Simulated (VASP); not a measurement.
# SiC (Moissanite) (P6_3mc) in VASP: further runs

Runs on SiC (Moissanite). Level: r2SCAN. Tasks: single point.

All numbers are computed with VASP 6.6.1; they aren't measurements. Logs are shortened: lines on timing, memory, paths and dates and some standing lists are left out, and cuts for length are marked.

**1. The cell of the first run**

The structure is hexagonal, space group P6_3mc (No. 186). The conventional cell has a = 3.034 Å, b = 3.034 Å, c = 4.980 Å, α = 90.00°, β = 90.00°, γ = 120.00°. Within 2.5 Å of Si (site symmetry 3m) lie 4 C at 1.86 to 1.87 Å. C (site symmetry 3m) has 4 Si at 1.86 to 1.87 Å within 2.5 Å.

**2. Single point, r2SCAN**

Contents of POSCAR:

```
SiC
1.0
    3.0339459413      0.0000000000      0.0000000000
   -1.5169729706      2.6274742589      0.0000000000
    0.0000000000      0.0000000000      4.9803877300
Si C
2 2
Direct
    0.3333333333      0.6666666667      0.0046022700
    0.6666666667      0.3333333333      0.5046022700
    0.3333333333      0.6666666667      0.3803977300
    0.6666666667      0.3333333333      0.8803977300
```

Contents of INCAR.step1:

```
PREC     = Accurate       # precision mode
ENCUT    = 520            # plane-wave cutoff, eV
ISMEAR   = -1             # smearing method
SIGMA    = 0.02           # smearing width, eV
LREAL    = False          # projectors in reciprocal space
LASPH    = True           # aspherical terms in the spheres
NELM     = 60             # most SCF steps
NBANDS   = 16             # bands
GGA      = PE             # functional
ALGO     = Normal         # electronic algorithm
EDIFF    = 1E-4           # SCF threshold, eV
LWAVE    = True           # write WAVECAR
LCHARG   = False          # write CHGCAR
```

Contents of INCAR.step2:

```
PREC     = Accurate       # precision mode
ENCUT    = 520            # plane-wave cutoff, eV
EDIFF    = 1E-6           # SCF threshold, eV
ISMEAR   = -1             # smearing method
SIGMA    = 0.02           # smearing width, eV
LREAL    = False          # projectors in reciprocal space
LASPH    = True           # aspherical terms in the spheres
NELM     = 60             # most SCF steps
ALGO     = Normal         # electronic algorithm
ISIF     = 2              # what is computed and relaxed
LWAVE    = False          # write WAVECAR
LCHARG   = False          # write CHGCAR
METAGGA  = R2SCAN         # meta-GGA
LMIXTAU  = True         
NBANDS   = 16             # bands
ISTART   = 1
```

Contents of KPOINTS:

```
Automatic mesh
0
Gamma
  12 12 6
```

Potentials or basis: VASP PAW PBE potentials, release 64 (Si, C).

The run is started by

```
$ cat potpaw_PBE.64/Si/POTCAR potpaw_PBE.64/C/POTCAR > POTCAR
$ cp INCAR.step1 INCAR
$ mpirun -np 1 vasp_std > vasp.out
$ cp INCAR.step2 INCAR
$ mpirun -np 1 vasp_std > vasp.out
```

OUTCAR:

```text
PREC = Accurate
   ENCUT = 520
   EDIFF = 1E-6
   ISMEAR = -1
   LREAL = False
   LASPH = True
   NELM = 60
   ISIF = 2
   METAGGA = R2SCAN
   ISTART = 1

 ion  position               nearest neighbor table
   1  0.333  0.667  0.005-   4 1.86   4 1.86   4 1.86   3 1.87   2 3.04   2 3.04   2 3.04   2 3.04
                             2 3.04   2 3.04
   2  0.667  0.333  0.505-   3 1.86   3 1.86   3 1.86   4 1.87   1 3.04   1 3.04   1 3.04   1 3.04
                             1 3.04   1 3.04
   3  0.333  0.667  0.380-   2 1.86   2 1.86   2 1.86   1 1.87
   4  0.667  0.333  0.880-   1 1.86   1 1.86   1 1.86   2 1.87

  LATTYP: Found a hexagonal cell.
 ALAT       =     3.0339459413
 C/A-ratio  =     1.6415545387

  Lattice vectors:

 A1 = (   3.0339459413,   0.0000000000,   0.0000000000)
 A2 = (  -1.5169729706,   2.6274742589,   0.0000000000)
 A3 = (   0.0000000000,   0.0000000000,   4.9803877300)

Analysis of symmetry for initial positions (statically):
=====================================================================
 Subroutine PRICEL returns:
 Original cell was already a primitive cell.

 Routine SETGRP: Setting up the symmetry group for a
 hexagonal supercell.

 Subroutine GETGRP returns: Found 12 space group operations
 (whereof  6 operations were pure point group operations)
 out of a pool of 24 trial point group operations.

The static configuration has the point symmetry C_3v.
 The point group associated with its full space group is C_6v.

Analysis of symmetry for dynamics (positions and initial velocities):
=====================================================================
 Subroutine PRICEL returns:
 Original cell was already a primitive cell.

 Routine SETGRP: Setting up the symmetry group for a
 hexagonal supercell.

 Subroutine GETGRP returns: Found 12 space group operations
 (whereof  6 operations were pure point group operations)
 out of a pool of 24 trial point group operations.

The dynamic configuration has the point symmetry C_3v.
 The point group associated with its full space group is C_6v.

 Subroutine INISYM returns: Found 12 space group operations
 (whereof  6 operations are pure point group operations),
 and found     1 'primitive' translations

----------------------------------------------------------------------------------------

                                     Primitive cell

  volume of cell :      39.7017

  direct lattice vectors                    reciprocal lattice vectors
     3.033945941  0.000000000  0.000000000     0.329603763  0.190296821  0.000000000
    -1.516972971  2.627474259  0.000000000     0.000000000  0.380593643  0.000000000
     0.000000000  0.000000000  4.980387730     0.000000000  0.000000000  0.200787580

  length of vectors
     3.033945941  3.033945941  4.980387730     0.380593643  0.380593643  0.200787580

  position of ions in fractional coordinates (direct lattice)
     0.333333333  0.666666667  0.004602270
     0.666666667  0.333333333  0.504602270
     0.333333333  0.666666667  0.380397730
     0.666666667  0.333333333  0.880397730

  ion indices of the primitive-cell ions
   primitive index   ion index
                 1           1
                 2           2
                 3           3
                 4           4

----------------------------------------------------------------------------------------

 KPOINTS: Automatic mesh

Automatic generation of k-mesh.
 Grid dimensions read from file:
 generate k-points for:   12   12    6

 Generating k-lattice:

  Cartesian coordinates                     Fractional coordinates (reciprocal lattice)
     0.027466980  0.015858068  0.000000000     0.083333333  0.000000000  0.000000000
     0.000000000  0.031716137  0.000000000     0.000000000  0.083333333  0.000000000
     0.000000000  0.000000000  0.033464597     0.000000000  0.000000000  0.166666667

  Length of vectors
     0.031716137  0.031716137  0.033464597

  Shift w.r.t. Gamma in fractional coordinates (k-lattice)
     0.000000000  0.000000000  0.000000000

 Subroutine IBZKPT returns following result:
 ===========================================

 Found     76 irreducible k-points:

 Following reciprocal coordinates:
            Coordinates               Weight
  0.000000  0.000000  0.000000      1.000000
  0.083333  0.000000  0.000000      6.000000
  0.166667  0.000000  0.000000      6.000000
  0.250000  0.000000  0.000000      6.000000
  0.333333  0.000000  0.000000      6.000000
  0.416667  0.000000  0.000000      6.000000
[... 16 lines left out ...]
  0.250000  0.000000  0.166667     12.000000
  0.333333  0.000000  0.166667     12.000000
 [... further k-points ...]
   k-points           NKPTS =     76   k-points in BZ     NKDIM =     76   number of bands    NBANDS=     16
   number of dos      NEDOS =    301   number of ions     NIONS =      4
   total plane-waves  NPLWV =  23040
   dimension x,y,z NGX =    24 NGY =   24 NGZ =   40
   dimension x,y,z NGXF=    48 NGYF=   48 NGZF=   80
   ions per type =               2   2
   NGX,Y,Z   is equivalent  to a cutoff of  13.15, 13.15, 13.35 a.u.
   NGXF,Y,Z  is equivalent  to a cutoff of  26.30, 26.30, 26.70 a.u.
 SYSTEM =  unknown system
   PREC   = accura    normal or accurate (medium, high low for compatibility)
   ISTART =      1    job   : 0-new  1-cont  2-samecut
   ICHARG =      0    charge: 1-file 2-atom 10-const
   ISPIN  =      1    spin polarized calculation?
   LNONCOLLINEAR =      F non collinear calculations
   LSORBIT =      F    spin-orbit coupling
   LASPH  =      T    aspherical Exc in radial PAW
   ENCUT  =  520.0 eV  38.22 Ry    6.18 a.u.   5.64  5.64  9.26*2*pi/ulx,y,z
   NELM   =     60;   NELMIN=  2; NELMDL=  0     # of ELM steps
   EDIFF  = 0.1E-05   stopping-criterion for ELM
   LREAL  =      F    real-space projection
   EDIFFG = 0.1E-04   stopping-criterion for IOM
   NSW    =      0    number of steps for IOM
   IBRION =     -1    ionic relax: 0-MD 1-quasi-New 2-CG
   NFREE  =      0    steps in history (QN), initial steepest desc. (CG)
   ISIF   =      2    stress and relaxation
   ISYM   =      2    0-nonsym 1-usesym 2-fastsym
   POTIM  = 0.5000    time-step for ionic-motion
   TEBEG  =    0.0;   TEEND  =   0.0 temperature during run
   PSTRESS=    0.0 pullay stress
   NELECT =      16.0000    total number of electrons
   NUPDOWN=      -1.0000    fix difference up-down
   EMIN   =  10.00;   EMAX   =-10.00  energy-range for DOS
   EFERMI =   0.00;   METHOD = LEGACY
   ISMEAR =    -1;   SIGMA  =   0.02  broadening in eV -4-tet -1-fermi 0-gaus
   EFERMI_NEDOS =   21; number of points for ismear=-14 and -15
   IALGO  =     38    algorithm
   IMIX   =      4    mixing-type and parameters
     AMIX     =   0.40;   BMIX     =  1.00
     AMIX_MAG =   1.60;   BMIX_MAG =  1.00
  volume/ion in A,a.u.               =       9.93        66.98
  Fermi-wavevector in a.u.,A,eV,Ry     =   1.209238  2.285128 19.895197  1.462256
  Thomas-Fermi vector in A             =   2.344821
   LORBIT       =      0    0 simple, 1 ext, 2 COOP (PROOUT), +10 PAW based schemes
   METAGGA = R2SCAN    functional components
   LHFCALC =     F    Hartree Fock is set to
   AEXX    =    0.0000 exact exchange contribution
   IVDW    =     0    specifies the selected vdW correction
   LEPSILON=     F    determine dielectric tensor
   LRPA    =     F    only Hartree local field effects (RPA)
 non-spin polarized calculation
  energy-cutoff  :      520.00
  volume of cell :       39.70
 maximum number of plane-waves:      1099
 NGX is ok and might be reduce to    24
   NGX = 11   NGY = 11   NGZ = 19

 number of electron      15.9999998 magnetization

 Free energy of the ion-electron system (eV)
  ---------------------------------------------------
  ext. energy  EPLUGINS =         0.00000000
  ---------------------------------------------------
  free energy    TOTEN  =       -38.58964158 eV

  energy without entropy =      -38.58964158  energy(sigma->0) =      -38.58964158

 E-fermi :   8.9950     XC(G=0): -12.1120

 val. band max:        8.6112568468   @ k =   0.0000   0.0000   0.0000
 cond. band min:      11.2095745536   @ k =   0.3333   0.3333   0.0000
 fundamental gap:      2.5983177067
 Fermi energy:         8.9949916037

 k-point     1 :       0.0000    0.0000    0.0000
  band No.  band energies     occupation
      1      -8.0768      2.00000
      2      -4.2954      2.00000
      3      -0.6177      2.00000
      4       7.2074      2.00000
      5       7.2074      2.00000
      6       8.4958      2.00000
[... 8 lines left out ...]
     15      18.4989      0.00000
     16      20.8195      0.00000

 k-point     2 :       0.0833    0.0000    0.0000
  band No.  band energies     occupation
      1      -7.9478      2.00000
      2      -4.1867      2.00000
      3      -0.4971      2.00000
      4       6.4988      2.00000
      5       6.9800      2.00000
      6       8.1322      2.00000
[... 8 lines left out ...]
     15      18.8250      0.00000
     16      19.8331      0.00000

 k-point     3 :       0.1667    0.0000    0.0000
  band No.  band energies     occupation
      1      -7.5644      2.00000
      2      -3.8714      2.00000
      3      -0.1438      2.00000
      4       4.9305      2.00000
      5       6.4665      2.00000
      6       6.9626      2.00000
[... 8 lines left out ...]
     15      19.1341      0.00000
     16      19.4470      0.00000

 k-point     4 :       0.2500    0.0000    0.0000
  band No.  band energies     occupation
      1      -6.9393      2.00000
      2      -3.3922      2.00000
      3       0.3996      2.00000
      4       3.1978      2.00000
      5       5.4934      2.00000
      6       5.9094      2.00000
[... 8 lines left out ...]
     15      19.7748      0.00000
     16      20.3881      0.00000
[... 324 lines left out ...]
 k-point    22 :       0.1667    0.0000    0.1667
  band No.  band energies     occupation
      1      -7.4209      2.00000
      2      -4.4112      2.00000
      3       0.6055      2.00000
      4       5.0596      2.00000
      5       6.5592      2.00000
      6       6.5640      2.00000
[... 8 lines left out ...]
     15      19.3420      0.00000
     16      19.8449      0.00000

 k-point    23 :       0.2500    0.0000    0.1667
  band No.  band energies     occupation
      1      -6.7982      2.00000
      2      -3.8890      2.00000
      3       1.0193      2.00000
      4       3.4147      2.00000
      5       5.0829      2.00000
      6       6.0145      2.00000
[... 8 lines left out ...]
     15      20.4116      0.00000
     16      20.5643      0.00000

 k-point    24 :       0.3333    0.0000    0.1667
  band No.  band energies     occupation
      1      -5.9673      2.00000
      2      -3.2823      2.00000
      3       0.8969      2.00000
      4       2.6123      2.00000
      5       3.5602      2.00000
      6       5.5582      2.00000
[... 8 lines left out ...]
     15      21.2353      0.00000
     16      21.9026      0.00000

 [... further k-points ...]
[... 5 lines left out ...]
  --------------------------------------------------------------------------------------
  -------------------------------------------------------------------------------------
  Total        2.4494055      2.4494055      2.3811757      0.0000000      0.0000000      0.0000000
  in kB       98.8466177     98.8466177     96.0931801      0.0000000      0.0000000      0.0000000
  external PRESSURE =      97.9288052 kB  Pullay stress =       0.0000000 kB

 VOLUME and BASIS-vectors are now :
 -----------------------------------------------------------------------------
  energy-cutoff  :      520.00
  volume of cell :       39.70
      direct lattice vectors                 reciprocal lattice vectors
     3.033945941  0.000000000  0.000000000     0.329603763  0.190296821  0.000000000
    -1.516972971  2.627474259  0.000000000     0.000000000  0.380593643  0.000000000
     0.000000000  0.000000000  4.980387730     0.000000000  0.000000000  0.200787580

 POSITION                                       TOTAL-FORCE (eV/Angst)
 -----------------------------------------------------------------------------------
     -0.00000      1.75165      0.02292         0.000000     -0.000000      0.006327
      1.51697      0.87582      2.51311        -0.000000      0.000000      0.006327
     -0.00000      1.75165      1.89453         0.000000      0.000000     -0.006327
      1.51697      0.87582      4.38472         0.000000      0.000000     -0.006327
 -----------------------------------------------------------------------------------
    total drift:                               -0.000000      0.000000     -0.000201

  FREE ENERGIE OF THE ION-ELECTRON SYSTEM (eV)
  ---------------------------------------------------
  free  energy   TOTEN  =       -38.5896415768 eV

  energy  without entropy=      -38.5896415768  energy(sigma->0) =      -38.58964158
```

It took 4.1 min on 1 thread of AMD EPYC 7R43 (Zen 3), shared host; peak memory 0.14 GiB.

Results:

- Free energy: -38.5896 eV
- Pressure: 9.8 GPa
- Largest force: 0.006 eV/Å
- Band gap on the k mesh: 2.60 eV, indirect (least direct gap 4.58 eV)

Forces on the atoms (eV/Å):
```
Si   0.000  0.000  0.006
Si   0.000  0.000  0.006
C    0.000  0.000 -0.006
C    0.000  0.000 -0.006
```

Levels at points of the mesh, in eV from the valence-band top:
| k point | band 4 | band 5 | band 6 | band 7 | band 8 | band 9 | band 10 | band 11 | band 12 | band 13 |
| --- | --- | --- | --- | --- | --- | --- | --- | --- | --- | --- |
| (0.00, 0.00, 0.00) | -1.40 | -1.40 | -0.12 | 0.00 | 0.00 | 5.75 | 7.23 | 7.46 | 7.46 | 8.72 |
| (0.50, 0.00, 0.00) | -6.65 | -5.77 | -3.56 | -3.47 | -1.27 | 3.31 | 4.71 | 7.80 | 7.82 | 11.20 |
| (0.00, 0.00, 0.50) | -4.71 | -0.76 | -0.76 | -0.76 | -0.76 | 6.88 | 6.88 | 8.13 | 8.13 | 8.13 |
| (0.50, 0.00, 0.50) | -8.73 | -2.62 | -2.62 | -2.48 | -2.48 | 3.82 | 3.82 | 5.99 | 5.99 | 11.41 |

Caveat: the PAW data sets were made with another functional, which shifts forces and pressure a little. A k mesh can miss the band edges.

**3. Single point, r2SCAN**

This run uses another cell than the first one, of 10.13 Å³/atom, 1.021 times its volume.

Contents of POSCAR:

```
SiC
1.0
    3.0548703617      0.0000000000      0.0000000000
   -1.5274351809      2.6455953385      0.0000000000
    0.0000000000      0.0000000000      5.0147363200
Si C
2 2
Direct
    0.3333333333      0.6666666667      0.0046022700
    0.6666666667      0.3333333333      0.5046022700
    0.3333333333      0.6666666667      0.3803977300
    0.6666666667      0.3333333333      0.8803977300
```

Contents of INCAR.step1:

```
SYSTEM = SiC
PREC = Accurate
ENCUT = 520
ISMEAR = -1
SIGMA = 0.02
LREAL = .False.
LASPH = .True.
NELM = 100
NBANDS = 16
GGA = PE
ALGO = Normal
EDIFF = 1E-4
LWAVE = .True.
LCHARG = .False.
```

Contents of INCAR.step2:

```
SYSTEM = SiC
PREC = Accurate
ENCUT = 520
EDIFF = 1E-6
ISMEAR = -1
SIGMA = 0.02
LREAL = .False.
LASPH = .True.
NELM = 100
ALGO = Normal
ISIF = 2
LWAVE = .False.
LCHARG = .True.
METAGGA = R2SCAN
LMIXTAU = .True.
LELF = .True.
LVHAR = .True.
NBANDS = 16
ISTART = 1
```

Contents of KPOINTS:

```
Automatic mesh
0
Gamma
  12 12 6
  0 0 0
```

Potentials or basis: VASP PAW PBE potentials, release 64 (Si, C).

The run is started by

```
$ cat potpaw_PBE.64/Si/POTCAR potpaw_PBE.64/C/POTCAR > POTCAR
$ cp INCAR.step1 INCAR
$ mpirun -np 1 vasp_std > vasp.out
$ cp INCAR.step2 INCAR
$ mpirun -np 1 vasp_std > vasp.out
```

Wall time 4.3 min (1 thread of AMD EPYC 7R43 (Zen 3), shared host); peak memory 0.15 GiB.

Results (log left out):

```yaml
Free_energy: -38.6267 eV
Pressure: 4.5 GPa
Band_gap_on_the_k_mesh: 2.63 eV, indirect (least direct gap 4.53 eV)
```

Forces on the atoms (eV/Å):
```
Si   0.000  0.000  0.003
Si   0.000  0.000  0.003
C    0.000  0.000 -0.003
C    0.000  0.000 -0.003
```

Stress tensor (GPa, compression positive):
```
4.58 0.00 0.00
0.00 4.58 0.00
0.00 0.00 4.46
```

Levels at points of the mesh, in eV from the valence-band top:
| k point | band 6 | band 7 | band 8 | band 9 | band 10 | band 11 |
| --- | --- | --- | --- | --- | --- | --- |
| (0.00, 0.00, 0.00) | -0.11 | 0.00 | 0.00 | 5.56 | 7.00 | 7.32 |
| (0.50, 0.00, 0.00) | -3.52 | -3.42 | -1.26 | 3.27 | 4.69 | 7.63 |
| (0.00, 0.00, 0.50) | -0.75 | -0.75 | -0.75 | 6.68 | 6.68 | 8.01 |
| (0.50, 0.00, 0.50) | -2.59 | -2.46 | -2.46 | 3.77 | 3.77 | 5.89 |

Caveat: the PAW data sets were made with another functional, which shifts forces and pressure a little.

[end of part 1 of 2]
